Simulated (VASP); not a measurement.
# Pd (Fd-3m) in VASP: notebook, part 2 of 2

VASP 6.6.1. The steps go on from the part before.

### Step 5. Single point, LDA, collinear spin (21.24 Å³/atom)

This run uses another cell than the first one, of 21.24 Å³/atom.

File INCAR:

```
  PREC = Accurate
  ENCUT = 520
  EDIFF = 1E-6
  ISMEAR = -1
  SIGMA = 0.05
  LREAL = False
  LASPH = True
  NELM = 150
  ALGO = Normal
  ISIF = 2
  LWAVE = False
  LCHARG = False
  ISPIN = 2
  MAGMOM = 0.422 0.422
  LORBIT = 11
  LMAXMIX = 4
  GGA = CA
  NBANDS = 21
```

File KPOINTS:

```
Automatic mesh
0
Gamma
  11 11 11
```

File POSCAR:

```
Pd
1.0
    0.0000000000      2.7694023040      2.7694023040
    2.7694023040      0.0000000000      2.7694023040
    2.7694023040      2.7694023040      0.0000000000
Pd
2
Direct
    0.1250000000      0.1250000000      0.1250000000
    0.8750000000      0.8750000000      0.8750000000
```

Potentials or basis: VASP PAW LDA potentials, release 64 (Pd).

On the command line:

```bash
> cat potpaw_LDA.64/Pd/POTCAR > POTCAR
> mpirun -np 1 vasp_std > vasp.out
```

OUTCAR:

```text
PREC = Accurate
   ENCUT = 520
   EDIFF = 1E-6
   ISMEAR = -1
   LREAL = False
   LASPH = True
   NELM = 150
   ISIF = 2
   ISPIN = 2
   LORBIT = 11
   GGA = CA

 ion  position               nearest neighbor table
   1  0.125  0.125  0.125-   2 2.40   2 2.40   2 2.40   2 2.40
   2  0.875  0.875  0.875-   1 2.40   1 2.40   1 2.40   1 2.40

  LATTYP: Found a face centered cubic cell.
 ALAT       =     5.5388046080

  Lattice vectors:

 A1 = (   0.0000000000,   2.7694023040,   2.7694023040)
[... 1368 lines left out ...]
  in kB       40.3906211     40.3906211     40.3906211      0.0000000     -0.0000000      0.0000000
  external PRESSURE =      40.3906211 kB  Pullay stress =       0.0000000 kB

 VOLUME and BASIS-vectors are now :
 -----------------------------------------------------------------------------
  energy-cutoff  :      520.00
  volume of cell :       42.48
      direct lattice vectors                 reciprocal lattice vectors
     0.000000000  2.769402304  2.769402304    -0.180544372  0.180544372  0.180544372
     2.769402304  0.000000000  2.769402304     0.180544372 -0.180544372  0.180544372
     2.769402304  2.769402304  0.000000000     0.180544372  0.180544372 -0.180544372

 POSITION                                       TOTAL-FORCE (eV/Angst)
 -----------------------------------------------------------------------------------
      0.69235      0.69235      0.69235         0.000000     -0.000000      0.000000
      4.84645      4.84645      4.84645        -0.000000      0.000000     -0.000000
 -----------------------------------------------------------------------------------
    total drift:                               -0.000000      0.000000      0.000000

  FREE ENERGIE OF THE ION-ELECTRON SYSTEM (eV)
  ---------------------------------------------------
  free  energy   TOTEN  =       -10.1854720015 eV

  energy  without entropy=      -10.1452079389  energy(sigma->0) =      -10.16533997

 total charge

# of ion       s       p       d       tot
------------------------------------------
    1        0.560   0.405   8.526   9.491
    2        0.560   0.405   8.526   9.491
--------------------------------------------------
tot          1.120   0.809  17.053  18.982

 magnetization (x)

# of ion       s       p       d       tot
------------------------------------------
    1       -0.003   0.003   0.379   0.379
    2       -0.003   0.003   0.379   0.379
--------------------------------------------------
tot         -0.005   0.006   0.758   0.759
```

stdout:

```text
POSCAR found type information on POSCAR Pd
 POSCAR found :  1 types and       2 ions
 scaLAPACK will be used
 LDA part: xc-table for (Slater(with rela. corr.)+CA(PZ))
 , standard interpolation
 POSCAR, INCAR and KPOINTS ok, starting setup
 FFT: planning ... GRIDC
 FFT: planning ... GRID_SOFT
 FFT: planning ... GRID
 WAVECAR not read
 entering main loop
```

It took 1.8 min on 1 thread of AMD EPYC 7R13, shared host; peak memory 0.17 GiB.

What came out:

```yaml
Free_energy: -10.1855 eV
Pressure: 4.0 GPa
Net_moment: 0.78 μB per cell
Site_moments: Pd +0.38 μB
Valence_electrons_inside_the_program's_atomic_spheres: Pd 9.49
```

Levels at points of the mesh, in eV from the Fermi level:
Spin up:
```
           k point  band 9  band 10  band 11  band 12  band 13  band 14
(0.00, 0.00, 0.00)   -1.76    -0.28    -0.28    12.56    12.56    12.56
```
Spin down:
```csv
k point,band 6,band 7,band 8,band 9,band 10,band 11,band 12,band 13,band 14,band 15
"(0.00, 0.00, 0.00)",-3.75,-1.52,-1.52,-1.52,-0.02,-0.02,12.65,12.65,12.65,12.87
```

Caveat: the cell stands under pressure.

### Step 6. Single point, LDA, collinear spin (22.13 Å³/atom)

File INCAR:

```
PREC = Accurate
ENCUT = 520
EDIFF = 1E-6
ISMEAR = -1
SIGMA = 0.05
LREAL = F
LASPH = T
NELM = 150
ALGO = Normal
ISIF = 2
LWAVE = F
LCHARG = F
ISPIN = 2
MAGMOM = 0.422 0.422
LORBIT = 11
LMAXMIX = 4
GGA = CA
NBANDS = 21
```

File KPOINTS:

```
regular mesh
0
Gamma
  11 11 11
```

File POSCAR:

```
Pd
1.0
    0.0000000000      2.8073440366      2.8073440366
    2.8073440366      0.0000000000      2.8073440366
    2.8073440366      2.8073440366      0.0000000000
Pd
2
Direct
    0.1250000000      0.1250000000      0.1250000000
    0.8750000000      0.8750000000      0.8750000000
```

Potentials or basis: VASP PAW LDA potentials, release 64 (Pd).

On the command line:

```bash
> cat potpaw_LDA.64/Pd/POTCAR > POTCAR
> mpirun -np 1 vasp_std > vasp.out
```

It took 91 s on 1 thread of AMD EPYC 7R13, shared host; peak memory 0.18 GiB.

The run converged. Its results:

```
Free energy                                           : -10.2064 eV
Pressure                                              : -0.2 GPa
Net moment                                            : 0.83 μB per cell
Site moments                                          : Pd +0.40 μB
Valence electrons inside the program's atomic spheres : Pd 9.42
```

Levels at points of the mesh, in eV from the Fermi level:
Spin up:
```csv
k point,band 8,band 9,band 10,band 11,band 12,band 13,band 14,band 15
"(0.00, 0.00, 0.00)",-1.67,-1.67,-0.30,-0.30,12.23,12.23,12.23,12.61
```
Spin down:
```
           k point  band 7  band 8  band 9  band 10  band 11  band 12  band 13  band 14
(0.00, 0.00, 0.00)   -1.42   -1.42   -1.42    -0.02    -0.02    12.33    12.33    12.33
```

### Step 7. Summary

| cell | k mesh | gap on the mesh (eV) | pressure (GPa) | moment (μB) |
| --- | --- | --- | --- | --- |
| a = 3.970 Å, angles 60.0°, 2 atoms | 10 × 10 × 10 | none | -0.2 | 0.00 |
| a = 3.805 Å, angles 60.0°, 2 atoms | 11 × 11 × 11 | none | 16.5 | 0.45 |
| a = 3.861 Å, angles 60.0°, 2 atoms | 11 × 11 × 11 | none | 9.5 | 0.68 |
| a = 3.917 Å, angles 60.0°, 2 atoms | 11 × 11 × 11 | none | 4.0 | 0.78 |
| a = 3.970 Å, angles 60.0°, 2 atoms | 11 × 11 × 11 | none | -0.2 | 0.83 |

Alike in all rows: task single point; level LDA; potentials or basis VASP PAW LDA potentials, release 64 (Pd); spin collinear; cutoff (eV) 520; smearing fermi-dirac 0.05 eV.

Caveats: the cell stands under pressure (at least some runs).

Absolute energies hang on the potentials; compare differences alone.
